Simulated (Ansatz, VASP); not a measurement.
## CoO in VASP and in Ansatz

```
CELL_PARAMETERS angstrom
0.06395 2.16347 2.16347
2.16347 0.06395 2.16347
2.16347 2.16347 0.06395
ATOMIC_POSITIONS crystal
Co 0.00000 0.00000 0.00000
O 0.50000 0.50000 0.50000
```

Change from the starting cell: equal xy, yz and zx shear strains of +3 %.

Alike in both runs: task single point; functional PBE; k mesh 16 × 16 × 16; occupations fermi-dirac, width 0.05 eV; collinear spin.

```csv
,VASP,Ansatz
version,VASP 6.6.1,Ansatz 0.2.0
potentials or method,"VASP PAW PBE potentials, release 64 (Co, O), cutoff 520 eV","all-electron LAPW, scalar-relativistic"
```

VASP gave:

* pressure (GPa): -2.5
* traceless stress, the component that is largest in VASP (GPa): 0.43
* net moment per atom (μB): 1.45
* size of the moment on the site where the two differ most (μB): 2.56

Problem. What did Ansatz give for the same quantities?

Solution. Pressure (GPa): -1.5; traceless stress, the component that is largest in VASP (GPa): 0.49; net moment per atom (μB): 1.47; size of the moment on the site where the two differ most (μB): 2.59.

Site moments also hang on the region over which each program counts them. Ansatz ran all-electron here, and VASP with PAW potentials.
